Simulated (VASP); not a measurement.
# TiC (Fm-3m) in VASP: further runs

Runs on TiC. Level: PBEsol. Tasks: single point.

Program: VASP 6.6.1. These are calculated values, not measurements. Logs are shortened: lines on timing, memory, paths and dates and some standing lists are left out, and cuts for length are marked.

## 1. The cell of the first run

It takes space group Fm-3m (No. 225, cubic). The conventional cell has a = 4.293 Å, b = 4.293 Å, c = 4.293 Å, α = 90.00°, β = 90.00°, γ = 90.00°. Ti (site symmetry m-3m) has 6 C at 2.15 Å within 2.8 Å. Within 2.8 Å of C (site symmetry m-3m) lie 6 Ti at 2.15 Å.

## 2. Single point, PBEsol

File INCAR:

```
PREC = Accurate
ENCUT = 520
EDIFF = 1E-7
ISMEAR = 0
SIGMA = 0.1
LREAL = F
LASPH = T
NELM = 80
ALGO = Normal
ISIF = 2
LWAVE = F
LCHARG = T
GGA = PS
LELF = T
LVHAR = T
NBANDS = 15
```

File KPOINTS:

```
Automatic mesh
0
Gamma
  12 12 12
```

File POSCAR:

```
TiC
1.0
    0.0000000000      2.1464758511      2.1464758511
    2.1464758511      0.0000000000      2.1464758511
    2.1464758511      2.1464758511      0.0000000000
Ti C
1 1
Direct
    0.0000000000      0.0000000000      0.0000000000
    0.5000000000      0.5000000000      0.5000000000
```

Potentials or basis: VASP PAW PBE potentials, release 64 (Ti_sv, C).

Command:

```sh
cat potpaw_PBE.64/Ti_sv/POTCAR potpaw_PBE.64/C/POTCAR > POTCAR
mpirun -np 1 vasp_std > vasp.out
```

OUTCAR:

```text
PREC = Accurate
   ENCUT = 520
   EDIFF = 1E-7
   ISMEAR = 0
   LREAL = F
   LASPH = T
   NELM = 80
   ISIF = 2
   GGA = PS

 ion  position               nearest neighbor table
   1  0.000  0.000  0.000-   2 2.15   2 2.15   2 2.15   2 2.15   2 2.15   2 2.15
   2  0.500  0.500  0.500-   1 2.15   1 2.15   1 2.15   1 2.15   1 2.15   1 2.15

  LATTYP: Found a face centered cubic cell.
 ALAT       =     4.2929517022

  Lattice vectors:

 A1 = (   0.0000000000,   2.1464758511,   2.1464758511)
 A2 = (   2.1464758511,   0.0000000000,   2.1464758511)
 A3 = (   2.1464758511,   2.1464758511,   0.0000000000)

Analysis of symmetry for initial positions (statically):
=====================================================================
 Subroutine PRICEL returns:
 Original cell was already a primitive cell.

 Routine SETGRP: Setting up the symmetry group for a
 face centered cubic supercell.

 Subroutine GETGRP returns: Found 48 space group operations
 (whereof 48 operations were pure point group operations)
 out of a pool of 48 trial point group operations.

The static configuration has the point symmetry O_h .

Analysis of symmetry for dynamics (positions and initial velocities):
=====================================================================
 Subroutine PRICEL returns:
 Original cell was already a primitive cell.

 Routine SETGRP: Setting up the symmetry group for a
 face centered cubic supercell.

 Subroutine GETGRP returns: Found 48 space group operations
 (whereof 48 operations were pure point group operations)
 out of a pool of 48 trial point group operations.

The dynamic configuration has the point symmetry O_h .

 Subroutine INISYM returns: Found 48 space group operations
 (whereof 48 operations are pure point group operations),
 and found     1 'primitive' translations

----------------------------------------------------------------------------------------

                                     Primitive cell

  volume of cell :      19.7792

  direct lattice vectors                    reciprocal lattice vectors
     0.000000000  2.146475851  2.146475851    -0.232939961  0.232939961  0.232939961
     2.146475851  0.000000000  2.146475851     0.232939961 -0.232939961  0.232939961
     2.146475851  2.146475851  0.000000000     0.232939961  0.232939961 -0.232939961

  length of vectors
     3.035575260  3.035575260  3.035575260     0.403463847  0.403463847  0.403463847

  position of ions in fractional coordinates (direct lattice)
     0.000000000  0.000000000  0.000000000
     0.500000000  0.500000000  0.500000000

  ion indices of the primitive-cell ions
   primitive index   ion index
                 1           1
                 2           2

----------------------------------------------------------------------------------------

 KPOINTS: Automatic mesh

Automatic generation of k-mesh.
 Grid dimensions read from file:
 generate k-points for:   12   12   12

 Generating k-lattice:

  Cartesian coordinates                     Fractional coordinates (reciprocal lattice)
    -0.019411663  0.019411663  0.019411663     0.083333333  0.000000000  0.000000000
     0.019411663 -0.019411663  0.019411663     0.000000000  0.083333333  0.000000000
     0.019411663  0.019411663 -0.019411663     0.000000000  0.000000000  0.083333333

  Length of vectors
     0.033621987  0.033621987  0.033621987

  Shift w.r.t. Gamma in fractional coordinates (k-lattice)
     0.000000000  0.000000000  0.000000000

 Subroutine IBZKPT returns following result:
 ===========================================

 Found     72 irreducible k-points:

 Following reciprocal coordinates:
            Coordinates               Weight
  0.000000  0.000000  0.000000      1.000000
  0.083333  0.000000  0.000000      8.000000
  0.166667  0.000000  0.000000      8.000000
  0.250000  0.000000  0.000000      8.000000
  0.333333  0.000000  0.000000      8.000000
  0.416667  0.000000  0.000000      8.000000
[... 16 lines left out ...]
  0.500000  0.166667  0.000000     24.000000
 -0.416667  0.166667  0.000000     24.000000
 [... further k-points ...]
   k-points           NKPTS =     72   k-points in BZ     NKDIM =     72   number of bands    NBANDS=     15
   number of dos      NEDOS =    301   number of ions     NIONS =      2
   total plane-waves  NPLWV =  13824
   dimension x,y,z NGX =    24 NGY =   24 NGZ =   24
   dimension x,y,z NGXF=    48 NGYF=   48 NGZF=   48
   ions per type =               1   1
   NGX,Y,Z   is equivalent  to a cutoff of  13.14, 13.14, 13.14 a.u.
   NGXF,Y,Z  is equivalent  to a cutoff of  26.29, 26.29, 26.29 a.u.
 SYSTEM =  unknown system
   PREC   = accura    normal or accurate (medium, high low for compatibility)
   ISTART =      0    job   : 0-new  1-cont  2-samecut
   ICHARG =      2    charge: 1-file 2-atom 10-const
   ISPIN  =      1    spin polarized calculation?
   LNONCOLLINEAR =      F non collinear calculations
   LSORBIT =      F    spin-orbit coupling
   LASPH  =      T    aspherical Exc in radial PAW
   ENCUT  =  520.0 eV  38.22 Ry    6.18 a.u.   5.64  5.64  5.64*2*pi/ulx,y,z
   NELM   =     80;   NELMIN=  2; NELMDL= -5     # of ELM steps
   EDIFF  = 0.1E-06   stopping-criterion for ELM
   LREAL  =      F    real-space projection
   EDIFFG = 0.1E-05   stopping-criterion for IOM
   NSW    =      0    number of steps for IOM
   IBRION =     -1    ionic relax: 0-MD 1-quasi-New 2-CG
   NFREE  =      0    steps in history (QN), initial steepest desc. (CG)
   ISIF   =      2    stress and relaxation
   ISYM   =      2    0-nonsym 1-usesym 2-fastsym
   POTIM  = 0.5000    time-step for ionic-motion
   TEBEG  =    0.0;   TEEND  =   0.0 temperature during run
   PSTRESS=    0.0 pullay stress
   NELECT =      16.0000    total number of electrons
   NUPDOWN=      -1.0000    fix difference up-down
   EMIN   =  10.00;   EMAX   =-10.00  energy-range for DOS
   EFERMI =   0.00;   METHOD = LEGACY
   ISMEAR =     0;   SIGMA  =   0.10  broadening in eV -4-tet -1-fermi 0-gaus
   EFERMI_NEDOS =   21; number of points for ismear=-14 and -15
   IALGO  =     38    algorithm
   IMIX   =      4    mixing-type and parameters
     AMIX     =   0.40;   BMIX     =  1.00
     AMIX_MAG =   1.60;   BMIX_MAG =  1.00
  volume/ion in A,a.u.               =       9.89        66.74
  Fermi-wavevector in a.u.,A,eV,Ry     =   1.525383  2.882555 31.657933  2.326792
  Thomas-Fermi vector in A             =   2.633561
   LORBIT       =      0    0 simple, 1 ext, 2 COOP (PROOUT), +10 PAW based schemes
   GGA     = PS    functional components
   LHFCALC =     F    Hartree Fock is set to
   AEXX    =    0.0000 exact exchange contribution
   IVDW    =     0    specifies the selected vdW correction
   LEPSILON=     F    determine dielectric tensor
   LRPA    =     F    only Hartree local field effects (RPA)
 non-spin polarized calculation
 Gauss-broadening in eV      SIGMA  =   0.10
  energy-cutoff  :      520.00
  volume of cell :       19.78
 maximum number of plane-waves:       547
   NGX = 11   NGY = 11   NGZ = 11

 number of electron      16.0000003 magnetization

 Free energy of the ion-electron system (eV)
  ---------------------------------------------------
  ext. energy  EPLUGINS =         0.00000000
  ---------------------------------------------------
  free energy    TOTEN  =       -19.80302579 eV

  energy without entropy =      -19.80160995  energy(sigma->0) =      -19.80231787

 E-fermi :   9.6543     XC(G=0): -12.9996

 val. band max:        9.6187057837   @ k =   0.5000   0.5000   0.0000
 cond. band min:       9.7262104842   @ k =   0.3333   0.2500   0.0000
 fundamental gap:      0.1075047005
 Fermi energy:         9.6543274855

 k-point     1 :       0.0000    0.0000    0.0000
  band No.  band energies     occupation
      1     -46.6341      2.00000
      2     -22.7459      2.00000
      3     -22.7459      2.00000
      4     -22.7459      2.00000
      5      -2.8732      2.00000
      6      10.2908      0.00000
      7      10.2908      0.00000
      8      10.2908      0.00000
      9      11.3576      0.00000
     10      11.3576      0.00000
     11      11.3576      0.00000
     12      11.4014      0.00000
     13      11.4014      0.00000
     14      20.4940      0.00000
     15      23.6521      0.00000

 k-point     2 :       0.0833    0.0000    0.0000
  band No.  band energies     occupation
      1     -46.6285      2.00000
      2     -22.7850      2.00000
      3     -22.7495      2.00000
      4     -22.7495      2.00000
      5      -2.7099      2.00000
      6       9.5751      1.73751
      7       9.8667      0.00267
      8       9.8667      0.00267
      9      10.6396      0.00000
     10      10.6396      0.00000
     11      11.7159      0.00000
     12      12.7831      0.00000
     13      12.7831      0.00000
     14      20.7634      0.00000
     15      23.7398      0.00000

 k-point     3 :       0.1667    0.0000    0.0000
  band No.  band energies     occupation
      1     -46.6131      2.00000
      2     -22.8906      2.00000
      3     -22.7594      2.00000
      4     -22.7594      2.00000
      5      -2.2384      2.00000
      6       8.2680      2.00000
      7       8.7920      2.00000
      8       8.7920      2.00000
      9      10.9199      0.00000
     10      10.9199      0.00000
     11      12.1385      0.00000
     12      14.2573      0.00000
     13      14.2573      0.00000
     14      21.2552      0.00000
     15      23.8106      0.00000
[... 343 lines left out ...]
 k-point    23 :       0.5000    0.1667    0.0000
  band No.  band energies     occupation
      1     -46.5426      2.00000
      2     -23.2435      2.00000
      3     -22.8818      2.00000
      4     -22.8335      2.00000
      5       0.3666      2.00000
      6       4.4520      2.00000
      7       6.5924      2.00000
      8       7.1279      2.00000
      9      11.8722      0.00000
     10      12.7712      0.00000
     11      13.6617      0.00000
     12      16.6756      0.00000
     13      17.0037      0.00000
     14      20.1891      0.00000
     15      24.3932      0.00000

 k-point    24 :      -0.4167    0.1667    0.0000
  band No.  band energies     occupation
      1     -46.5412      2.00000
      2     -23.2490      2.00000
      3     -22.9010      2.00000
      4     -22.8199      2.00000
      5       0.5329      2.00000
      6       4.2654      2.00000
      7       6.6054      2.00000
      8       6.8905      2.00000
      9      12.4469      0.00000
     10      12.5146      0.00000
     11      13.6204      0.00000
     12      16.5214      0.00000
     13      17.5207      0.00000
     14      19.8231      0.00000
     15      24.1257      0.00000

 [... further k-points ...]

------------------------ aborting loop because EDIFF is reached ----------------------------------------

  FORCE on cell =-STRESS in cart. coord.  units (eV):
  Direction    XX          YY          ZZ          XY          YZ          ZX
  --------------------------------------------------------------------------------------
  -------------------------------------------------------------------------------------
  Total        0.0397020      0.0397020      0.0397020      0.0000000      0.0000000      0.0000000
  in kB        3.2159930      3.2159930      3.2159930      0.0000000      0.0000000      0.0000000
  external PRESSURE =       3.2159930 kB  Pullay stress =       0.0000000 kB

 VOLUME and BASIS-vectors are now :
 -----------------------------------------------------------------------------
  energy-cutoff  :      520.00
  volume of cell :       19.78
      direct lattice vectors                 reciprocal lattice vectors
     0.000000000  2.146475851  2.146475851    -0.232939961  0.232939961  0.232939961
     2.146475851  0.000000000  2.146475851     0.232939961 -0.232939961  0.232939961
     2.146475851  2.146475851  0.000000000     0.232939961  0.232939961 -0.232939961

 POSITION                                       TOTAL-FORCE (eV/Angst)
 -----------------------------------------------------------------------------------
      0.00000      0.00000      0.00000        -0.000000      0.000000     -0.000000
      2.14648      2.14648      2.14648         0.000000     -0.000000      0.000000
 -----------------------------------------------------------------------------------
    total drift:                                0.000000     -0.000000     -0.000000

  FREE ENERGIE OF THE ION-ELECTRON SYSTEM (eV)
  ---------------------------------------------------
  free  energy   TOTEN  =       -19.8030257895 eV

  energy  without entropy=      -19.8016099531  energy(sigma->0) =      -19.80231787
```

Run time: 20 s. Hardware: 1 thread of AMD EPYC 7R13, shared host; peak memory 0.15 GiB.

Results:

- Free energy: -19.8030 eV
- Pressure: 0.3 GPa
- Band gap on the k mesh: zero (bands 8 and 9 overlap by 1.08 eV)

Levels at points of the mesh, in eV from the Fermi level:
```csv
k point,band 4,band 5,band 6,band 7,band 8,band 9,band 10,band 11,band 12,band 13
"(0.00, 0.00, 0.00)",-32.40,-12.53,0.64,0.64,0.64,1.70,1.70,1.70,1.75,1.75
"(0.50, 0.00, 0.00)",-32.45,-8.87,-6.03,-3.02,-3.02,2.99,2.99,4.23,8.27,8.44
"(0.50, 0.50, 0.00)",-32.59,-10.20,-3.49,-1.79,-0.04,-0.04,2.80,3.62,3.62,6.08
```

Caveat: the PAW data sets were made with another functional, which shifts forces and pressure a little.

## 3. Single point, PBEsol

This run uses another cell than the first one, of 10.07 Å³/atom.

File INCAR:

```
PREC = Accurate
ENCUT = 520
EDIFF = 1E-7
ISMEAR = 0
SIGMA = 0.1
LREAL = F
LASPH = T
NELM = 60
ALGO = Normal
ISIF = 2
LWAVE = F
LCHARG = F
GGA = PS
NBANDS = 15
```

File KPOINTS:

```
regular mesh
0
Gamma
  12 12 12
```

File POSCAR:

```
TiC
1.0
    0.0000000000      2.1593000000      2.1593000000
    2.1593000000      0.0000000000      2.1593000000
    2.1593000000      2.1593000000      0.0000000000
Ti C
1 1
Direct
    0.0000000000      0.0000000000      0.0000000000
    0.5000000000      0.5000000000      0.5000000000
```

Potentials or basis: VASP PAW PBE potentials, release 64 (Ti_sv, C).

Command:

```sh
cat potpaw_PBE.64/Ti_sv/POTCAR potpaw_PBE.64/C/POTCAR > POTCAR
mpirun -np 1 vasp_std > vasp.out
```

It took 24 s on 1 thread of AMD EPYC 7R13, shared host; peak memory 0.15 GiB.

The run converged. Its results:

- Free energy: -19.7987 eV
- Pressure: -4.3 GPa
- Band gap on the k mesh: zero (bands 8 and 9 overlap by 1.07 eV)

Levels at points of the mesh, in eV from the Fermi level:
```
           k point  band 6  band 7  band 8  band 9  band 10  band 11
(0.00, 0.00, 0.00)    0.63    0.63    0.63    1.68     1.68     1.68
(0.50, 0.00, 0.00)   -5.95   -2.96   -2.96    2.92     2.92     4.12
(0.50, 0.50, 0.00)   -3.48   -1.73   -0.05   -0.05     2.73     3.53
```

Caveat: the cell stands under tension; the PAW data sets were made with another functional, which shifts forces and pressure a little.

The gap in the log of VASP goes by the Fermi energy; the results here count the filled bands.